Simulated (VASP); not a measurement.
# AlNi (P6/mmm) in VASP: relaxation of cell and atoms with PBE

Aim: the relaxation of cell and atoms of AlNi with PBE.

Everything below comes from runs of VASP 6.6.1. Logs are shortened: lines on timing, memory, paths and dates and some standing lists are left out, and cuts for length are marked.

**1. The cell of the first run**

Symmetry: P6/mmm, No. 191, hexagonal system. Conventional cell: a = 5.161 Å, b = 5.161 Å, c = 3.909 Å, α = 90.00°, β = 90.00°, γ = 120.00°. Al (site symmetry mmm) has 6 Ni at 2.46 to 2.58 Å and 4 Al at 2.58 Å within 3.2 Å. Ni (site symmetry 6/mmm) has 6 Al at 2.58 Å within 3.4 Å. Within 3.2 Å of Ni (site symmetry -6m2) lie 6 Al at 2.46 Å and 3 Ni at 2.98 Å.

**2. Relaxation of cell and atoms, PBE**

Input file INCAR:

```
ALGO = Normal ; EDIFF = 1E-7
EDIFFG = -0.01 ; ENCUT = 600
GGA = PE ; GGA_COMPAT = F
IBRION = 2 ; ISIF = 3
ISMEAR = 0 ; LASPH = T
LCHARG = F ; LREAL = F
LWAVE = F ; NELM = 120
NELMIN = 4 ; NSW = 100
PREC = Accurate ; SIGMA = 0.1
```

Input file KPOINTS:

```
k-points
0
Gamma
  9 9 10
```

Input file POSCAR:

```
AlNi
1.0
    5.1608193769      0.0000000000      0.0000000000
   -2.5804096885      4.4694006848      0.0000000000
    0.0000000000      0.0000000000      3.9088322624
Al Ni
3 3
Direct
    0.5000000000      0.0000000000      0.0000000000
    0.5000000000      0.5000000000      0.0000000000
    0.0000000000      0.5000000000      0.0000000000
    0.0000000000      0.0000000000      0.0000000000
    0.3333333333      0.6666666667      0.5000000000
    0.6666666667      0.3333333333      0.5000000000
```

Potentials or basis: VASP PAW PBE potentials, release 64 (Al, Ni).

Started as:

```sh
$ cat potpaw_PBE.64/Al/POTCAR potpaw_PBE.64/Ni/POTCAR > POTCAR
$ mpirun -np 1 vasp_std > vasp.out
```

OUTCAR:

```text
EDIFF = 1E-7
   EDIFFG = -0.01
   ENCUT = 600
   GGA = PE
   IBRION = 2
   ISIF = 3
   ISMEAR = 0
   LASPH = T
   LREAL = F
   NELM = 120
   NELMIN = 4
   NSW = 100
   PREC = Accurate

 ion  position               nearest neighbor table
   1  0.500  0.000  0.000-   5 2.46   6 2.46   5 2.46   6 2.46   4 2.58   4 2.58   3 2.58   3 2.58
                             2 2.58   2 2.58
   2  0.500  0.500  0.000-   5 2.46   6 2.46   5 2.46   6 2.46   3 2.58   3 2.58   4 2.58   4 2.58
                             1 2.58   1 2.58
   3  0.000  0.500  0.000-   5 2.46   6 2.46   5 2.46   6 2.46   2 2.58   2 2.58   1 2.58   1 2.58
                             4 2.58   4 2.58
   4  0.000  0.000  0.000-   1 2.58   1 2.58   2 2.58   2 2.58   3 2.58   3 2.58
   5  0.333  0.667  0.500-   3 2.46   3 2.46   1 2.46   1 2.46   2 2.46   2 2.46   6 2.98   6 2.98
                             6 2.98
   6  0.667  0.333  0.500-   3 2.46   3 2.46   1 2.46   1 2.46   2 2.46   2 2.46   5 2.98   5 2.98
                             5 2.98

  LATTYP: Found a hexagonal cell.
 ALAT       =     5.1608193769
 C/A-ratio  =     0.7574053608

  Lattice vectors:

 A1 = (   5.1608193769,   0.0000000000,   0.0000000000)
 A2 = (  -2.5804096885,   4.4694006848,   0.0000000000)
 A3 = (   0.0000000000,   0.0000000000,   3.9088322624)

Analysis of symmetry for initial positions (statically):
=====================================================================
 Subroutine PRICEL returns:
 Original cell was already a primitive cell.

 Routine SETGRP: Setting up the symmetry group for a
 hexagonal supercell.

 Subroutine GETGRP returns: Found 24 space group operations
 (whereof 24 operations were pure point group operations)
 out of a pool of 24 trial point group operations.

The static configuration has the point symmetry D_6h.

Analysis of symmetry for dynamics (positions and initial velocities):
=====================================================================
 Subroutine PRICEL returns:
 Original cell was already a primitive cell.

 Routine SETGRP: Setting up the symmetry group for a
 hexagonal supercell.

 Subroutine GETGRP returns: Found 24 space group operations
 (whereof 24 operations were pure point group operations)
 out of a pool of 24 trial point group operations.

The dynamic configuration has the point symmetry D_6h.

 Subroutine INISYM returns: Found 24 space group operations
 (whereof 24 operations are pure point group operations),
 and found     1 'primitive' translations

----------------------------------------------------------------------------------------
[... 113 lines left out ...]
   NUPDOWN=      -1.0000    fix difference up-down
   EMIN   =  10.00;   EMAX   =-10.00  energy-range for DOS
   EFERMI =   0.00;   METHOD = LEGACY
   ISMEAR =     0;   SIGMA  =   0.10  broadening in eV -4-tet -1-fermi 0-gaus
   EFERMI_NEDOS =   21; number of points for ismear=-14 and -15
   IALGO  =     38    algorithm
   IMIX   =      4    mixing-type and parameters
     AMIX     =   0.40;   BMIX     =  1.00
     AMIX_MAG =   1.60;   BMIX_MAG =  1.00
  volume/ion in A,a.u.               =      15.03       101.41
  Fermi-wavevector in a.u.,A,eV,Ry     =   1.238107  2.339682 20.856479  1.532908
  Thomas-Fermi vector in A             =   2.372646
   LORBIT       =      0    0 simple, 1 ext, 2 COOP (PROOUT), +10 PAW based schemes
   GGA     = PE    functional components
   LHFCALC =     F    Hartree Fock is set to
   AEXX    =    0.0000 exact exchange contribution
   IVDW    =     0    specifies the selected vdW correction
   LEPSILON=     F    determine dielectric tensor
   LRPA    =     F    only Hartree local field effects (RPA)
 conjugate gradient relaxation of ions
 non-spin polarized calculation
 Gauss-broadening in eV      SIGMA  =   0.10
  energy-cutoff  :      600.00
  volume of cell :       90.16
 maximum number of plane-waves:      3040
 NGX is ok and might be reduce to    42
   NGX = 21   NGY = 21   NGZ = 15

--------------------------------------- Ionic step        1  -------------------------------------------

 number of electron      39.0000020 magnetization

 Free energy of the ion-electron system (eV)
  ---------------------------------------------------
  ext. energy  EPLUGINS =         0.00000000
  ---------------------------------------------------
  free energy    TOTEN  =       -27.64038001 eV

  energy without entropy =      -27.61806352  energy(sigma->0) =      -27.62922177

------------------------ aborting loop because EDIFF is reached ----------------------------------------

  FORCE on cell =-STRESS in cart. coord.  units (eV):
  Direction    XX          YY          ZZ          XY          YZ          ZX
  --------------------------------------------------------------------------------------
  -------------------------------------------------------------------------------------
  Total        0.2846815      0.2846815      0.0161961     -0.0000000     -0.0000000     -0.0000000
  in kB        5.0588861      5.0588861      0.2878102     -0.0000000     -0.0000000     -0.0000000
  external PRESSURE =       3.4685275 kB  Pullay stress =       0.0000000 kB
[... 147 lines left out ...]
--------------------------------------- Ionic step        5  -------------------------------------------

 number of electron      39.0000028 magnetization

 Free energy of the ion-electron system (eV)
  ---------------------------------------------------
  ext. energy  EPLUGINS =         0.00000000
  ---------------------------------------------------
  free energy    TOTEN  =       -27.64108674 eV

  energy without entropy =      -27.61865507  energy(sigma->0) =      -27.62987091

 E-fermi :   6.8144     XC(G=0): -10.7628

 val. band max:        6.8108024767   @ k =   0.1111   0.1111   0.0000
 cond. band min:       6.8215729607   @ k =   0.1111   0.1111   0.0000
 fundamental gap:      0.0107704840
 Fermi energy:         6.8144363290

 k-point     1 :       0.0000    0.0000    0.0000
  band No.  band energies     occupation
      1      -3.0840      2.00000
      2       1.6365      2.00000
      3       3.2891      2.00000
      4       3.2891      2.00000
      5       4.0477      2.00000
      6       4.1838      2.00000
[... 613 lines left out ...]
     22       8.0984      0.00000
     23       9.1218      0.00000

 [... further k-points ...]

------------------------ aborting loop because EDIFF is reached ----------------------------------------

  FORCE on cell =-STRESS in cart. coord.  units (eV):
  Direction    XX          YY          ZZ          XY          YZ          ZX
  --------------------------------------------------------------------------------------
  -------------------------------------------------------------------------------------
  Total        0.0111975      0.0111975     -0.0074457     -0.0000000      0.0000000     -0.0000000
  in kB        0.1983533      0.1983533     -0.1318945     -0.0000000      0.0000000     -0.0000000
  external PRESSURE =       0.0882707 kB  Pullay stress =       0.0000000 kB
[... 21 lines left out ...]
  FREE ENERGIE OF THE ION-ELECTRON SYSTEM (eV)
  ---------------------------------------------------
  free  energy   TOTEN  =       -27.6410867393 eV

  energy  without entropy=      -27.6186550720  energy(sigma->0) =      -27.62987091

 reached required accuracy - stopping structural energy minimisation
```

OSZICAR:

```text
N       E                     dE             d eps       ncg     rms          rms(c)
DAV:   1     0.232424398794E+03    0.23242E+03   -0.18096E+04  3312   0.201E+03
DAV:   2    -0.172651898547E+02   -0.24969E+03   -0.24560E+03  3312   0.373E+02
DAV:   3    -0.314970935676E+02   -0.14232E+02   -0.13845E+02  4179   0.109E+02
[... 52 lines left out ...]
DAV:   4    -0.276411187375E+02    0.25148E-04   -0.57118E-04  4541   0.386E-01    0.493E-02
DAV:   5    -0.276410885495E+02    0.30188E-04   -0.12704E-04  4118   0.179E-01    0.186E-02
DAV:   6    -0.276410869005E+02    0.16490E-05   -0.12103E-05  4672   0.620E-02    0.348E-03
DAV:   7    -0.276410867545E+02    0.14596E-06   -0.13150E-06  3554   0.126E-02    0.131E-03
DAV:   8    -0.276410867393E+02    0.15251E-07   -0.52866E-08  1698   0.314E-03
   5 F= -.27641087E+02 E0= -.27629871E+02  d E =-.189561E-03
```

CONTCAR:

```text
AlNi
   1.00000000000000
     5.1739571721921154   -0.0000000000001471   -0.0000000000000000
    -2.5869785861463126    4.4807783492732369   -0.0000000000000000
    -0.0000000000000000   -0.0000000000000000    3.9013473468793136
  Al              Ni
     3     3
Direct
     0.5000000000000000    0.0000000000000000    0.0000000000000000
     0.5000000000000000    0.5000000000000000    0.0000000000000000
     0.0000000000000000    0.5000000000000000    0.0000000000000000
     0.0000000000000000    0.0000000000000000    0.0000000000000000
     0.3333333332999970    0.6666666667000030    0.5000000000000000
     0.6666666667000030    0.3333333332999970    0.5000000000000000

  0.00000000E+00  0.00000000E+00  0.00000000E+00
  0.00000000E+00  0.00000000E+00  0.00000000E+00
  0.00000000E+00  0.00000000E+00  0.00000000E+00
  0.00000000E+00  0.00000000E+00  0.00000000E+00
  0.00000000E+00  0.00000000E+00  0.00000000E+00
  0.00000000E+00  0.00000000E+00  0.00000000E+00
```

Wall time 6 min (1 thread of AMD EPYC 9R45 (Zen 5), shared host); peak memory 0.29 GiB.

Results:

| Quantity | Value |
| --- | --- |
| Free energy | -27.6411 eV |
| Relaxed volume | 15.07 Å³/atom |
| Relaxed cell | a = 5.174 Å, b = 5.174 Å, c = 3.901 Å, α = 90.00°, β = 90.00°, γ = 120.00° |
| Space group after relaxing (to 0.1 Å) | P6/mmm (No. 191) |
| Energy gained by relaxing | 0.1 meV/atom |
| Ionic steps | 5 |
| Pressure after relaxing | 0.0 GPa |
| Band gap on the k mesh | zero (an odd number of electrons rules out a gap without spin polarisation) |

The path:
| step | energy change (eV) | largest force (eV/Å) | pressure (GPa) | volume (Å³) |
| --- | --- | --- | --- | --- |
| 1 | 0.0000 | 0.0000 | 0.35 | 90.16 |
| 2 | -0.0005 | 0.0000 | -0.17 | 90.59 |
| 3 | -0.0005 | 0.0000 | -0.08 | 90.51 |
| 4 | -0.0007 | 0.0000 | -0.03 | 90.47 |
| 5 | -0.0007 | 0.0000 | 0.01 | 90.45 |

Final structure:
```
CELL_PARAMETERS angstrom
5.17396 0.00000 0.00000
-2.58698 4.48078 0.00000
0.00000 0.00000 3.90135
ATOMIC_POSITIONS crystal
Al 0.50000 0.00000 0.00000
Al 0.50000 0.50000 0.00000
Al 0.00000 0.50000 0.00000
Ni 0.00000 0.00000 0.00000
Ni 0.33333 0.66667 0.50000
Ni 0.66667 0.33333 0.50000
```

Spin polarisation is off, so any magnetic state and its effect on volume and gap are missing.
